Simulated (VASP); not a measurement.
**TiO2: single point with PBEsol**

The system is TiO2.

```xyz
12
Lattice="5.9173 -1.8090 -0.0812 5.9173 1.8090 -0.0812 -1.9378 0.0000 6.0603" Properties=species:S:1:pos:R:3 pbc="T T T"
Ti   10.0383    0.0000    1.6065
Ti    1.6991    0.0000    1.6802
Ti   -0.1416    0.0000    4.2914
Ti    8.1976    0.0000    4.2176
O     3.6716    0.0000    1.6160
O     1.9044    0.0000    3.9093
O     8.5450    0.0000    5.9100
O     7.9923    0.0000    1.9885
O     9.9397    0.0000    3.6152
O     1.3517    0.0000   -0.0122
O     6.2251    0.0000    4.2819
O    -0.0430    0.0000    2.2827
```

```yaml
Program: VASP 6.6.1
Task: single point
Functional: PBEsol
Potentials_or_basis: VASP PAW PBE potentials, release 64 (Ti_sv, O)
Cutoff: 520 eV
k_mesh: 6 × 6 × 3
Occupations: fermi-dirac, width 0.05 eV
Spin: no spin polarisation
Dipole_correction: no
Further_INCAR_settings: ALGO = Normal; EDIFF = 1e-07; NBANDS = 60
```

```
Pressure               : 20.8 GPa
Largest force          : 0.084 eV/Å
Band gap on the k mesh : 3.13 eV, indirect (the least direct gap lies 4.0 meV higher)
```

Forces in eV/Å, atoms in the order of the input:
```
Ti  -0.025  0.000  0.021
Ti   0.014  0.000  0.083
Ti   0.025  0.000 -0.021
Ti  -0.014  0.000 -0.083
O    0.013  0.000 -0.007
O    0.007  0.000 -0.012
O    0.035  0.000  0.053
O   -0.007  0.000  0.012
O   -0.014  0.000 -0.007
O   -0.035  0.000 -0.053
O   -0.013  0.000  0.007
O    0.014  0.000  0.007
```

Stress tensor (GPa, compression positive):
```
20.78  0.00  0.02
 0.00 20.75  0.00
 0.02  0.00 20.93
```

Levels at points of the mesh, in eV from the valence-band top:
| k point | band 45 | band 46 | band 47 | band 48 | band 49 | band 50 | band 51 | band 52 |
| --- | --- | --- | --- | --- | --- | --- | --- | --- |
| (0.00, 0.00, 0.00) | -0.76 | -0.68 | -0.31 | -0.26 | 3.19 | 3.32 | 3.74 | 3.90 |
| (0.50, 0.00, 0.00) | -0.92 | -0.52 | -0.24 | -0.15 | 3.43 | 3.59 | 4.08 | 4.11 |
| (0.50, 0.50, 0.00) | -0.88 | -0.74 | -0.50 | 0.00 | 3.13 | 3.37 | 3.90 | 3.97 |

Wall time 10 min on 1 thread of Oxide Virtual Turin-like Processor (shared host), peak memory 0.38 GiB.

Caveat: the PAW data sets were made with another functional, which shifts forces and pressure a little. A k mesh can miss the band edges.
